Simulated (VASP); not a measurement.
Wanted: the native input for a VASP 6.6.1 run.

```
Task                   : relaxation of cell and atoms
Functional             : PBE
Potentials or basis    : VASP PAW PBE potentials, release 64 (Ag)
Cutoff                 : 500 eV
k mesh                 : 24 × 24 × 24
Occupations            : gaussian, width 0.03 eV
Spin                   : no spin polarisation
Dipole correction      : no
Further INCAR settings : ALGO = Normal; EDIFF = 1e-07; IBRION = 2; EDIFFG = -0.002; NSW = 100; ISIF = 3
```

The structure of Ag lies in POSCAR:

```
Ag
1.0
    0.0000000000      2.0427500000      2.0427500000
    2.0427500000      0.0000000000      2.0427500000
    2.0427500000      2.0427500000      0.0000000000
Ag
1
Direct
    0.0000000000      0.0000000000      0.0000000000
```

The input as run:

INCAR

```
PREC     = Accurate       # precision mode
ENCUT    = 500            # plane-wave cutoff, eV
EDIFF    = 1E-7           # SCF threshold, eV
ISMEAR   = 0              # smearing method
SIGMA    = 0.03           # smearing width, eV
LREAL    = False          # projectors in reciprocal space
LASPH    = True           # aspherical terms in the spheres
NELM     = 120            # most SCF steps
ALGO     = Normal         # electronic algorithm
ISIF     = 3              # what is computed and relaxed
LWAVE    = False          # write WAVECAR
LCHARG   = False          # write CHGCAR
GGA      = PE             # functional
IBRION   = 2              # ionic algorithm
NSW      = 100            # ionic steps
EDIFFG   = -0.002         # ionic threshold
GGA_COMPAT= False        
NELMIN   = 4
```

KPOINTS

```
Automatic mesh
0
Gamma
  24 24 24
```

Potentials or basis: VASP PAW PBE potentials, release 64 (Ag).

The run is started by

```bash
$ cat potpaw_PBE.64/Ag/POTCAR > POTCAR
$ mpirun -np 1 vasp_std > vasp.out
```

It gave:

```json
{
 "Relaxed volume": "17.83 Å³/atom",
 "Relaxed cell": "a = 2.932 Å, b = 2.932 Å, c = 2.932 Å, α = 60.00°, β = 60.00°, γ = 60.00°",
 "Space group after relaxing (to 0.05 Å)": "Fm-3m (No. 225)",
 "Energy gained by relaxing": "10.6 meV/atom",
 "Ionic steps": "3",
 "Pressure after relaxing": "0.0 GPa"
}
```

Wall time 72 s on 1 thread of Intel(R) Xeon(R) Platinum 8488C (Sapphire Rapids), with other jobs on the host, peak memory 0.2 GiB.
